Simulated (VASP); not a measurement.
Set up this calculation in VASP 6.6.1, as the native input.

```yaml
Task: single point
Functional: LDA
Potentials_or_basis: VASP PAW LDA potentials, release 64 (Ir)
Cutoff: 520 eV
k_mesh: 22 × 22 × 22
Occupations: gaussian, width 0.15 eV
Spin: no spin polarisation
Dipole_correction: no
Further_INCAR_settings: ALGO = Normal; EDIFF = 1e-07; NBANDS = 10
```

The structure of Ir lies in POSCAR:

```
Ir
1.0
    0.0000000000      2.0765034363      1.6470825257
    2.0765034363      0.0000000000      1.6470825257
    2.0765034363      2.0765034363      0.0000000000
Ir
1
Direct
    0.0000000000      0.0000000000      0.0000000000
```

The input as run:

INCAR

```
ALGO     = Normal         # electronic algorithm
EDIFF    = 1E-7           # SCF threshold, eV
ENCUT    = 520            # plane-wave cutoff, eV
GGA      = CA             # functional
ISIF     = 2              # what is computed and relaxed
ISMEAR   = 0              # smearing method
LASPH    = T              # aspherical terms in the spheres
LCHARG   = F              # write CHGCAR
LREAL    = F              # projectors in reciprocal space
LWAVE    = F              # write WAVECAR
NBANDS   = 10             # bands
NELM     = 100            # most SCF steps
PREC     = Accurate       # precision mode
SIGMA    = 0.15           # smearing width, eV
```

KPOINTS

```
k-points
0
Gamma
  22 22 22
```

Potentials or basis: VASP PAW LDA potentials, release 64 (Ir).

Run with:

```bash
$ cat potpaw_LDA.64/Ir/POTCAR > POTCAR
$ mpirun -np 1 vasp_std > vasp.out
```

Results of the run:

```
Pressure               : 1.2 GPa
Band gap on the k mesh : zero (an odd number of electrons rules out a gap without spin polarisation)
```

Caveat: spin-orbit coupling is left out, which moves the levels of the heavy elements.

It took 40 s on 1 thread of AMD EPYC 9R45 (Zen 5), with other jobs on the host, peak memory 0.2 GiB.
